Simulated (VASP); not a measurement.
# BaAg2As2 (I4/mmm) in VASP: settings compared, part 2 of 2

VASP 6.6.1.

## 3. Single point, r2SCAN

This run uses another cell than the first one, of 23.53 Å³/atom.

File POSCAR:

```
BaAg2As2
1.0
   -2.2851440093      2.2851440093      5.6328519607
    2.2851440093     -2.2851440093      5.6328519607
    2.2851440093      2.2851440093     -5.6328519607
Ba Ag As
1 2 2
Direct
    0.0000000000      0.0000000000      0.0000000000
    0.7500000000      0.2500000000      0.5000000000
    0.2500000000      0.7500000000      0.5000000000
    0.3846548328      0.3846548328      0.0000000000
    0.6153451672      0.6153451672      0.0000000000
```

File INCAR.step1:

```
SYSTEM = BaAg2As2
  PREC = Accurate
  ENCUT = 520
  ISMEAR = -1
  SIGMA = 0.1
  LREAL = .False.
  LASPH = .True.
  NELM = 100
  NBANDS = 29
  GGA = PE
  ALGO = Normal
  EDIFF = 1E-4
  LWAVE = .True.
  LCHARG = .False.
```

File INCAR.step2:

```
SYSTEM = BaAg2As2
  PREC = Accurate
  ENCUT = 520
  EDIFF = 1E-6
  ISMEAR = -1
  SIGMA = 0.1
  LREAL = .False.
  LASPH = .True.
  NELM = 100
  ALGO = Normal
  ISIF = 2
  LWAVE = .False.
  LCHARG = .False.
  METAGGA = R2SCAN
  LMIXTAU = .True.
  NBANDS = 29
  ISTART = 1
```

File KPOINTS:

```
regular mesh
0
Gamma
  8 8 8
  0 0 0
```

Potentials or basis: VASP PAW PBE potentials, release 64 (Ba_sv, Ag, As).

On the command line:

```sh
$ cat potpaw_PBE.64/Ba_sv/POTCAR potpaw_PBE.64/Ag/POTCAR potpaw_PBE.64/As/POTCAR > POTCAR
$ cp INCAR.step1 INCAR
$ mpirun -np 1 vasp_std > vasp.out
$ cp INCAR.step2 INCAR
$ mpirun -np 1 vasp_std > vasp.out
```

OUTCAR:

```text
SYSTEM = BaAg2As2
   PREC = Accurate
   ENCUT = 520
   EDIFF = 1E-6
   ISMEAR = -1
   LREAL = .False.
   LASPH = .True.
   NELM = 100
   ISIF = 2
   METAGGA = R2SCAN
   ISTART = 1

 ion  position               nearest neighbor table
   1  0.000  0.000  0.000-   5 3.48   5 3.48   5 3.48   4 3.48   5 3.48   4 3.48   4 3.48   4 3.48
                             2 3.63   3 3.63   2 3.63   3 3.63   2 3.63   2 3.63   3 3.63   3 3.63
   2  0.750  0.250  0.500-   4 2.74   5 2.74   4 2.74   5 2.74   3 3.23   3 3.23   3 3.23   3 3.23
                             1 3.63   1 3.63   1 3.63   1 3.63
   3  0.250  0.750  0.500-   4 2.74   5 2.74   4 2.74   5 2.74   2 3.23   2 3.23   2 3.23   2 3.23
                             1 3.63   1 3.63   1 3.63   1 3.63
   4  0.385  0.385  0.000-   5 2.60   3 2.74   2 2.74   3 2.74   2 2.74   1 3.48   1 3.48   1 3.48
                             1 3.48
   5  0.615  0.615  0.000-   4 2.60   2 2.74   3 2.74   2 2.74   3 2.74   1 3.48   1 3.48   1 3.48
                             1 3.48

  LATTYP: Found a body centered tetragonal cell.
 ALAT       =     4.5702880186
 C/A-ratio  =     2.4649877372

  Lattice vectors:

 A1 = (  -2.2851440093,   2.2851440093,   5.6328519607)
 A2 = (   2.2851440093,  -2.2851440093,   5.6328519607)
 A3 = (   2.2851440093,   2.2851440093,  -5.6328519607)

Analysis of symmetry for initial positions (statically):
=====================================================================
 Subroutine PRICEL returns:
 Original cell was already a primitive cell.

 Routine SETGRP: Setting up the symmetry group for a
 body centered tetragonal supercell.

 Subroutine GETGRP returns: Found 16 space group operations
 (whereof 16 operations were pure point group operations)
 out of a pool of 16 trial point group operations.

The static configuration has the point symmetry D_4h.

Analysis of symmetry for dynamics (positions and initial velocities):
=====================================================================
 Subroutine PRICEL returns:
 Original cell was already a primitive cell.

 Routine SETGRP: Setting up the symmetry group for a
 body centered tetragonal supercell.

 Subroutine GETGRP returns: Found 16 space group operations
 (whereof 16 operations were pure point group operations)
 out of a pool of 16 trial point group operations.

The dynamic configuration has the point symmetry D_4h.

 Subroutine INISYM returns: Found 16 space group operations
 (whereof 16 operations are pure point group operations),
 and found     1 'primitive' translations

----------------------------------------------------------------------------------------

                                     Primitive cell

  volume of cell :     117.6564

  direct lattice vectors                    reciprocal lattice vectors
    -2.285144009  2.285144009  5.632851961     0.000000000  0.218804591  0.088764981
     2.285144009 -2.285144009  5.632851961     0.218804591  0.000000000  0.088764981
     2.285144009  2.285144009 -5.632851961     0.218804591  0.218804591  0.000000000

  length of vectors
     6.494057861  6.494057861  6.494057861     0.236124270  0.236124270  0.309436420

  position of ions in fractional coordinates (direct lattice)
     0.000000000  0.000000000  0.000000000
     0.750000000  0.250000000  0.500000000
     0.250000000  0.750000000  0.500000000
     0.384654833  0.384654833  0.000000000
     0.615345167  0.615345167  0.000000000

  ion indices of the primitive-cell ions
   primitive index   ion index
                 1           1
                 2           2
[... 28 lines left out ...]
 Found     59 irreducible k-points:

 Following reciprocal coordinates:
            Coordinates               Weight
  0.000000  0.000000  0.000000      1.000000
  0.125000  0.000000  0.000000      8.000000
  0.250000  0.000000  0.000000      8.000000
  0.375000  0.000000  0.000000      8.000000
  0.500000  0.000000  0.000000      4.000000
  0.125000  0.125000  0.000000      8.000000
[... 16 lines left out ...]
  0.250000  0.125000  0.125000     16.000000
  0.375000  0.125000  0.125000      8.000000
 [... further k-points ...]
   k-points           NKPTS =     59   k-points in BZ     NKDIM =     59   number of bands    NBANDS=     29
   number of dos      NEDOS =    301   number of ions     NIONS =      5
   total plane-waves  NPLWV = 110592
   dimension x,y,z NGX =    48 NGY =   48 NGZ =   48
   dimension x,y,z NGXF=    96 NGYF=   96 NGZF=   96
   ions per type =               1   2   2
   NGX,Y,Z   is equivalent  to a cutoff of  12.29, 12.29, 12.29 a.u.
   NGXF,Y,Z  is equivalent  to a cutoff of  24.58, 24.58, 24.58 a.u.
 SYSTEM =  BaAg2As2
   PREC   = accura    normal or accurate (medium, high low for compatibility)
   ISTART =      1    job   : 0-new  1-cont  2-samecut
   ICHARG =      0    charge: 1-file 2-atom 10-const
   ISPIN  =      1    spin polarized calculation?
   LNONCOLLINEAR =      F non collinear calculations
   LSORBIT =      F    spin-orbit coupling
   LASPH  =      T    aspherical Exc in radial PAW
   ENCUT  =  520.0 eV  38.22 Ry    6.18 a.u.  12.07 12.07 12.07*2*pi/ulx,y,z
   NELM   =    100;   NELMIN=  2; NELMDL=  0     # of ELM steps
   EDIFF  = 0.1E-05   stopping-criterion for ELM
   LREAL  =      F    real-space projection
   EDIFFG = 0.1E-04   stopping-criterion for IOM
   NSW    =      0    number of steps for IOM
   IBRION =     -1    ionic relax: 0-MD 1-quasi-New 2-CG
   NFREE  =      0    steps in history (QN), initial steepest desc. (CG)
   ISIF   =      2    stress and relaxation
   ISYM   =      2    0-nonsym 1-usesym 2-fastsym
   POTIM  = 0.5000    time-step for ionic-motion
   TEBEG  =    0.0;   TEEND  =   0.0 temperature during run
   PSTRESS=    0.0 pullay stress
   NELECT =      42.0000    total number of electrons
   NUPDOWN=      -1.0000    fix difference up-down
   EMIN   =  10.00;   EMAX   =-10.00  energy-range for DOS
   EFERMI =   0.00;   METHOD = LEGACY
   ISMEAR =    -1;   SIGMA  =   0.10  broadening in eV -4-tet -1-fermi 0-gaus
   EFERMI_NEDOS =   21; number of points for ismear=-14 and -15
   IALGO  =     38    algorithm
   IMIX   =      4    mixing-type and parameters
     AMIX     =   0.40;   BMIX     =  1.00
     AMIX_MAG =   1.60;   BMIX_MAG =  1.00
  volume/ion in A,a.u.               =      23.53       158.80
  Fermi-wavevector in a.u.,A,eV,Ry     =   1.161322  2.194581 18.349763  1.348670
  Thomas-Fermi vector in A             =   2.297896
   LORBIT       =      0    0 simple, 1 ext, 2 COOP (PROOUT), +10 PAW based schemes
   METAGGA = R2SCAN    functional components
   LHFCALC =     F    Hartree Fock is set to
   AEXX    =    0.0000 exact exchange contribution
   IVDW    =     0    specifies the selected vdW correction
   LEPSILON=     F    determine dielectric tensor
   LRPA    =     F    only Hartree local field effects (RPA)
 non-spin polarized calculation
  energy-cutoff  :      520.00
  volume of cell :      117.66
 maximum number of plane-waves:      3220
   NGX = 25   NGY = 25   NGZ = 25

 number of electron      42.0000004 magnetization

 Free energy of the ion-electron system (eV)
  ---------------------------------------------------
  ext. energy  EPLUGINS =         0.00000000
  ---------------------------------------------------
  free energy    TOTEN  =      -101.41581120 eV

  energy without entropy =     -101.36669853  energy(sigma->0) =     -101.39125487

 E-fermi :   5.5880     XC(G=0): -10.7864

 val. band max:        5.5698643596   @ k =  -0.1250   0.5000   0.1250
 cond. band min:       5.5917444744   @ k =   0.5000   0.5000   0.3750
 fundamental gap:      0.0218801149
 Fermi energy:         5.5880487968

 k-point     1 :       0.0000    0.0000    0.0000
  band No.  band energies     occupation
      1     -23.5258      2.00000
      2      -8.4860      2.00000
      3      -8.3094      2.00000
      4      -8.3094      2.00000
      5      -7.2536      2.00000
      6      -4.9004      2.00000
[... 757 lines left out ...]
     28      10.3645      0.00000
     29      11.5565      0.00000

 [... further k-points ...]
[... 5 lines left out ...]
  --------------------------------------------------------------------------------------
  -------------------------------------------------------------------------------------
  Total        0.2468393      0.2468393      0.2982211      0.0000000      0.0000000      0.0000000
  in kB        3.3613169      3.3613169      4.0610048      0.0000000      0.0000000      0.0000000
  external PRESSURE =       3.5945462 kB  Pullay stress =       0.0000000 kB

 VOLUME and BASIS-vectors are now :
 -----------------------------------------------------------------------------
  energy-cutoff  :      520.00
  volume of cell :      117.66
      direct lattice vectors                 reciprocal lattice vectors
    -2.285144009  2.285144009  5.632851961     0.000000000  0.218804591  0.088764981
     2.285144009 -2.285144009  5.632851961     0.218804591  0.000000000  0.088764981
     2.285144009  2.285144009 -5.632851961     0.218804591  0.218804591  0.000000000

 POSITION                                       TOTAL-FORCE (eV/Angst)
 -----------------------------------------------------------------------------------
      0.00000      0.00000      0.00000         0.000000      0.000000      0.000000
     -0.00000      2.28514      2.81643         0.000000      0.000000      0.000000
      2.28514     -0.00000      2.81643         0.000000      0.000000      0.000000
      0.00000      0.00000      4.33341        -0.000000     -0.000000     -0.059627
      0.00000      0.00000      6.93230        -0.000000     -0.000000      0.059627
 -----------------------------------------------------------------------------------
    total drift:                                0.000000     -0.000000      0.000000

  FREE ENERGIE OF THE ION-ELECTRON SYSTEM (eV)
  ---------------------------------------------------
  free  energy   TOTEN  =      -101.4158112042 eV

  energy  without entropy=     -101.3666985286  energy(sigma->0) =     -101.39125487
```

It took 9.2 min on 1 thread of Intel Xeon 6975P-C (Granite Rapids), shared host; peak memory 0.49 GiB.

Results:

```yaml
Free_energy: -101.4158 eV
Pressure: 0.4 GPa
Largest_force: 0.060 eV/Å
Band_gap_on_the_k_mesh: zero (bands 21 and 22 overlap by 0.73 eV)
```

Forces on the atoms (eV/Å):
```
Ba   0.000  0.000  0.000
Ag   0.000  0.000  0.000
Ag   0.000  0.000  0.000
As   0.000  0.000 -0.060
As   0.000  0.000  0.060
```

Levels at points of the mesh, in eV from the Fermi level:
| k point | band 19 | band 20 | band 21 | band 22 | band 23 | band 24 |
| --- | --- | --- | --- | --- | --- | --- |
| (0.00, 0.00, 0.00) | -2.13 | -0.93 | -0.93 | 0.30 | 1.54 | 2.41 |
| (0.50, 0.00, 0.00) | -2.11 | -1.27 | -0.12 | -0.08 | 1.78 | 2.85 |
| (0.50, 0.50, 0.00) | -2.97 | -2.61 | -2.32 | 0.21 | 2.80 | 2.99 |
| (0.50, 0.50, 0.50) | -1.92 | -1.02 | 0.21 | 0.53 | 0.53 | 1.73 |

Caveat: the PAW data sets were made with another functional, which shifts forces and pressure a little; spin-orbit coupling is left out, which moves the levels of the heavy elements.

The gap in the log of VASP goes by the Fermi energy; the results here count the filled bands.